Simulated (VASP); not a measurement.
# AlCu (P4mm) in VASP: further runs

Runs on AlCu. Level: PBEsol. Tasks: single point.

Program: VASP 6.6.1. These are calculated values, not measurements. Logs are shortened: lines on timing, memory, paths and dates and some standing lists are left out, and cuts for length are marked.

### Step 1. The cell of the first run

Symmetry: P4mm, No. 99, tetragonal system. Conventional cell: a = 2.998 Å, b = 2.998 Å, c = 2.998 Å, α = 90.00°, β = 90.00°, γ = 90.00°. Within 3.3 Å of Al (site symmetry 4mm) lie 8 Cu at 2.53 to 2.67 Å and 6 Al at 3.00 Å. Within 3.3 Å of Cu (site symmetry 4mm) lie 8 Al at 2.53 to 2.67 Å and 6 Cu at 3.00 Å.

### Step 2. Single point, PBEsol (all Cu atoms moved +0.125 Å, as atom 2 along Cartesian [0 0 1])

Input file INCAR:

```
ALGO = Fast
EDIFF = 1E-6
ENCUT = 520
GGA = PS
ISIF = 2
ISMEAR = 0
LASPH = T
LCHARG = T
LELF = T
LREAL = F
LVHAR = T
LWAVE = F
NBANDS = 14
NELM = 80
PREC = Accurate
SIGMA = 0.15
```

Input file KPOINTS:

```
k-points
0
Gamma
  16 16 16
```

Input file POSCAR:

```
AlCu
1.0
    2.9975090000      0.0000000000      0.0000000000
    0.0000000000      2.9975090000      0.0000000000
    0.0000000000      0.0000000000      2.9975090000
Al Cu
1 1
Direct
    0.0000000000      0.0000000000      0.0000000000
    0.5000000000      0.5000000000      0.5417012926
```

Potentials or basis: VASP PAW PBE potentials, release 64 (Al, Cu).

On the command line:

```sh
$ cat potpaw_PBE.64/Al/POTCAR potpaw_PBE.64/Cu/POTCAR > POTCAR
$ mpirun -np 1 vasp_std > vasp.out
```

OUTCAR:

```text
EDIFF = 1E-6
   ENCUT = 520
   GGA = PS
   ISIF = 2
   ISMEAR = 0
   LASPH = T
   LREAL = F
   NELM = 80
   PREC = Accurate

 ion  position               nearest neighbor table
   1  0.000  0.000  0.000-   2 2.53   2 2.53   2 2.53   2 2.53   2 2.67   2 2.67   2 2.67   2 2.67

   2  0.500  0.500  0.542-   1 2.53   1 2.53   1 2.53   1 2.53   1 2.67   1 2.67   1 2.67   1 2.67

  LATTYP: Found a simple cubic cell.
 ALAT       =     2.9975090000

  Lattice vectors:

 A1 = (   2.9975090000,   0.0000000000,   0.0000000000)
 A2 = (   0.0000000000,   2.9975090000,   0.0000000000)
 A3 = (   0.0000000000,   0.0000000000,   2.9975090000)

Analysis of symmetry for initial positions (statically):
=====================================================================
 Subroutine PRICEL returns:
 Original cell was already a primitive cell.

 Routine SETGRP: Setting up the symmetry group for a
 simple cubic supercell.

 Subroutine GETGRP returns: Found  8 space group operations
 (whereof  8 operations were pure point group operations)
 out of a pool of 48 trial point group operations.

The static configuration has the point symmetry C_4v.

Analysis of symmetry for dynamics (positions and initial velocities):
=====================================================================
 Subroutine PRICEL returns:
 Original cell was already a primitive cell.

 Routine SETGRP: Setting up the symmetry group for a
 simple cubic supercell.

 Subroutine GETGRP returns: Found  8 space group operations
 (whereof  8 operations were pure point group operations)
 out of a pool of 48 trial point group operations.

The dynamic configuration has the point symmetry C_4v.

 Subroutine INISYM returns: Found  8 space group operations
 (whereof  8 operations are pure point group operations),
 and found     1 'primitive' translations

----------------------------------------------------------------------------------------

                                     Primitive cell

  volume of cell :      26.9328

  direct lattice vectors                    reciprocal lattice vectors
     2.997509000  0.000000000  0.000000000     0.333610341  0.000000000  0.000000000
     0.000000000  2.997509000  0.000000000     0.000000000  0.333610341  0.000000000
     0.000000000  0.000000000  2.997509000     0.000000000  0.000000000  0.333610341

  length of vectors
     2.997509000  2.997509000  2.997509000     0.333610341  0.333610341  0.333610341

  position of ions in fractional coordinates (direct lattice)
     0.000000000  0.000000000  0.000000000
     0.500000000  0.500000000  0.541701293

  ion indices of the primitive-cell ions
   primitive index   ion index
                 1           1
                 2           2

----------------------------------------------------------------------------------------

 KPOINTS: k-points

Automatic generation of k-mesh.
 Grid dimensions read from file:
 generate k-points for:   16   16   16

 Generating k-lattice:

  Cartesian coordinates                     Fractional coordinates (reciprocal lattice)
     0.020850646  0.000000000  0.000000000     0.062500000  0.000000000  0.000000000
     0.000000000  0.020850646  0.000000000     0.000000000  0.062500000  0.000000000
     0.000000000  0.000000000  0.020850646     0.000000000  0.000000000  0.062500000

  Length of vectors
     0.020850646  0.020850646  0.020850646

  Shift w.r.t. Gamma in fractional coordinates (k-lattice)
     0.000000000  0.000000000  0.000000000

 Subroutine IBZKPT returns following result:
 ===========================================

 Found    405 irreducible k-points:

 Following reciprocal coordinates:
            Coordinates               Weight
  0.000000  0.000000  0.000000      1.000000
  0.062500  0.000000  0.000000      4.000000
  0.000000  0.000000  0.062500      2.000000
  0.125000  0.000000  0.000000      4.000000
  0.000000  0.000000  0.125000      2.000000
  0.187500  0.000000  0.000000      4.000000
[... 16 lines left out ...]
  0.187500  0.062500  0.000000      8.000000
  0.000000  0.187500  0.062500      8.000000
 [... further k-points ...]
   k-points           NKPTS =    405   k-points in BZ     NKDIM =    405   number of bands    NBANDS=     14
   number of dos      NEDOS =    301   number of ions     NIONS =      2
   total plane-waves  NPLWV =  13824
   dimension x,y,z NGX =    24 NGY =   24 NGZ =   24
   dimension x,y,z NGXF=    48 NGYF=   48 NGZF=   48
   ions per type =               1   1
   NGX,Y,Z   is equivalent  to a cutoff of  13.31, 13.31, 13.31 a.u.
   NGXF,Y,Z  is equivalent  to a cutoff of  26.62, 26.62, 26.62 a.u.
 SYSTEM =  unknown system
   PREC   = accura    normal or accurate (medium, high low for compatibility)
   ISTART =      0    job   : 0-new  1-cont  2-samecut
   ICHARG =      2    charge: 1-file 2-atom 10-const
   ISPIN  =      1    spin polarized calculation?
   LNONCOLLINEAR =      F non collinear calculations
   LSORBIT =      F    spin-orbit coupling
   LASPH  =      T    aspherical Exc in radial PAW
   ENCUT  =  520.0 eV  38.22 Ry    6.18 a.u.   5.57  5.57  5.57*2*pi/ulx,y,z
   NELM   =     80;   NELMIN=  2; NELMDL= -5     # of ELM steps
   EDIFF  = 0.1E-05   stopping-criterion for ELM
   LREAL  =      F    real-space projection
   EDIFFG = 0.1E-04   stopping-criterion for IOM
   NSW    =      0    number of steps for IOM
   IBRION =     -1    ionic relax: 0-MD 1-quasi-New 2-CG
   NFREE  =      0    steps in history (QN), initial steepest desc. (CG)
   ISIF   =      2    stress and relaxation
   ISYM   =      2    0-nonsym 1-usesym 2-fastsym
   POTIM  = 0.5000    time-step for ionic-motion
   TEBEG  =    0.0;   TEEND  =   0.0 temperature during run
   PSTRESS=    0.0 pullay stress
   NELECT =      14.0000    total number of electrons
   NUPDOWN=      -1.0000    fix difference up-down
   EMIN   =  10.00;   EMAX   =-10.00  energy-range for DOS
   EFERMI =   0.00;   METHOD = LEGACY
   ISMEAR =     0;   SIGMA  =   0.15  broadening in eV -4-tet -1-fermi 0-gaus
   EFERMI_NEDOS =   21; number of points for ismear=-14 and -15
   IALGO  =     68    algorithm
   IMIX   =      4    mixing-type and parameters
     AMIX     =   0.40;   BMIX     =  1.00
     AMIX_MAG =   1.60;   BMIX_MAG =  1.00
  volume/ion in A,a.u.               =      13.47        90.88
  Fermi-wavevector in a.u.,A,eV,Ry     =   1.316306  2.487459 23.574307  1.732663
  Thomas-Fermi vector in A             =   2.446428
   LORBIT       =      0    0 simple, 1 ext, 2 COOP (PROOUT), +10 PAW based schemes
   GGA     = PS    functional components
   LHFCALC =     F    Hartree Fock is set to
   AEXX    =    0.0000 exact exchange contribution
   IVDW    =     0    specifies the selected vdW correction
   LEPSILON=     F    determine dielectric tensor
   LRPA    =     F    only Hartree local field effects (RPA)
 non-spin polarized calculation
 RMM-DIIS sequential band-by-band and
 Gauss-broadening in eV      SIGMA  =   0.15
  energy-cutoff  :      520.00
  volume of cell :       26.93
 maximum number of plane-waves:       743
 NGX is ok and might be reduce to    24
   NGX = 11   NGY = 11   NGZ = 11

 number of electron      14.0000020 magnetization

 Free energy of the ion-electron system (eV)
  ---------------------------------------------------
  ext. energy  EPLUGINS =         0.00000000
  ---------------------------------------------------
  free energy    TOTEN  =        -8.67410725 eV

  energy without entropy =       -8.66736343  energy(sigma->0) =       -8.67073534

 E-fermi :   8.9543     XC(G=0): -11.6057

 val. band max:        8.9418581626   @ k =   0.1875   0.3750   0.3750
 cond. band min:       8.9544269502   @ k =   0.3125   0.3125   0.0000
 fundamental gap:      0.0125687875
 Fermi energy:         8.9542639200

 k-point     1 :       0.0000    0.0000    0.0000
  band No.  band energies     occupation
      1      -2.5179      2.00000
      2       4.0584      2.00000
      3       4.0681      2.00000
      4       5.0671      2.00000
      5       5.0778      2.00000
      6       5.0778      2.00000
      7      12.7875      0.00000
      8      12.7875      0.00000
      9      12.8156      0.00000
     10      15.2756      0.00000
     11      15.2847      0.00000
     12      18.8879      0.00000
     13      27.2326      0.00000
     14      27.3034      0.00000

 k-point     2 :       0.0625    0.0000    0.0000
  band No.  band energies     occupation
      1      -2.4518      2.00000
      2       4.0628      2.00000
      3       4.0769      2.00000
      4       5.0482      2.00000
      5       5.0596      2.00000
      6       5.0801      2.00000
      7      11.9660      0.00000
      8      12.8675      0.00000
      9      12.9064      0.00000
     10      15.3012      0.00000
     11      15.9631      0.00000
     12      19.1741      0.00000
     13      26.4119      0.00000
     14      26.4330      0.00000

 k-point     3 :       0.0000    0.0000    0.0625
  band No.  band energies     occupation
      1      -2.4519      2.00000
      2       4.0682      2.00000
      3       4.0714      2.00000
      4       5.0595      2.00000
      5       5.0595      2.00000
      6       5.0691      2.00000
      7      11.9914      0.00000
      8      12.8670      0.00000
      9      12.8670      0.00000
     10      15.3084      0.00000
     11      15.9783      0.00000
     12      19.1654      0.00000
     13      26.3898      0.00000
     14      26.3904      0.00000
[... 324 lines left out ...]
 k-point    23 :       0.1875    0.0625    0.0000
  band No.  band energies     occupation
      1      -1.8616      2.00000
      2       4.0600      2.00000
      3       4.1509      2.00000
      4       4.8984      2.00000
      5       4.9377      2.00000
      6       5.0774      2.00000
      7       9.1864      0.02862
      8      12.6314      0.00000
      9      13.6159      0.00000
     10      15.9663      0.00000
     11      17.9998      0.00000
     12      21.7612      0.00000
     13      22.5947      0.00000
     14      23.5885      0.00000

 k-point    24 :       0.0000    0.1875    0.0625
  band No.  band energies     occupation
      1      -1.8617      2.00000
      2       4.0593      2.00000
      3       4.1515      2.00000
      4       4.9126      2.00000
      5       4.9237      2.00000
      6       5.0774      2.00000
      7       9.1855      0.02924
      8      12.6635      0.00000
      9      13.5644      0.00000
     10      15.9996      0.00000
     11      17.9853      0.00000
     12      21.7204      0.00000
     13      22.7050      0.00000
     14      23.5145      0.00000

 [... further k-points ...]
[... 5 lines left out ...]
  --------------------------------------------------------------------------------------
  -------------------------------------------------------------------------------------
  Total       -0.7422561     -0.7422561     -0.8287775      0.0000000      0.0000000      0.0000000
  in kB      -44.1553008    -44.1553008    -49.3022829      0.0000000      0.0000000      0.0000000
  external PRESSURE =     -45.8709615 kB  Pullay stress =       0.0000000 kB

 VOLUME and BASIS-vectors are now :
 -----------------------------------------------------------------------------
  energy-cutoff  :      520.00
  volume of cell :       26.93
      direct lattice vectors                 reciprocal lattice vectors
     2.997509000  0.000000000  0.000000000     0.333610341  0.000000000  0.000000000
     0.000000000  2.997509000  0.000000000     0.000000000  0.333610341  0.000000000
     0.000000000  0.000000000  2.997509000     0.000000000  0.000000000  0.333610341

 POSITION                                       TOTAL-FORCE (eV/Angst)
 -----------------------------------------------------------------------------------
      0.00000      0.00000      0.00000        -0.000000      0.000000      0.464227
      1.49875      1.49875      1.62375         0.000000     -0.000000     -0.464227
 -----------------------------------------------------------------------------------
    total drift:                                0.000000     -0.000000      0.001316

  FREE ENERGIE OF THE ION-ELECTRON SYSTEM (eV)
  ---------------------------------------------------
  free  energy   TOTEN  =        -8.6741072464 eV

  energy  without entropy=       -8.6673634306  energy(sigma->0) =       -8.67073534
```

Wall time 85 s (1 thread of Intel Xeon Platinum 8488C (Sapphire Rapids), shared host); peak memory 0.26 GiB.

What came out:

```yaml
Free_energy: -8.6741 eV
Pressure: -4.6 GPa
Largest_force: 0.464 eV/Å
Band_gap_on_the_k_mesh: zero (band 7 reaches 12.79 eV, above the bottom of band 8 at 8.10 eV)
```

Forces in eV/Å, atoms in the order of the input:
```
Al   0.000  0.000  0.464
Cu   0.000  0.000 -0.464
```

Stress tensor (GPa, compression positive):
```
-4.42  0.00  0.00
 0.00 -4.42  0.00
 0.00  0.00 -4.93
```

Caveat: the cell differs from its parent crystal (all Cu atoms moved +0.125 Å, as atom 2 along Cartesian [0 0 1]); the PAW data sets were made with another functional, which shifts forces and pressure a little.

[end of part 1 of 2]
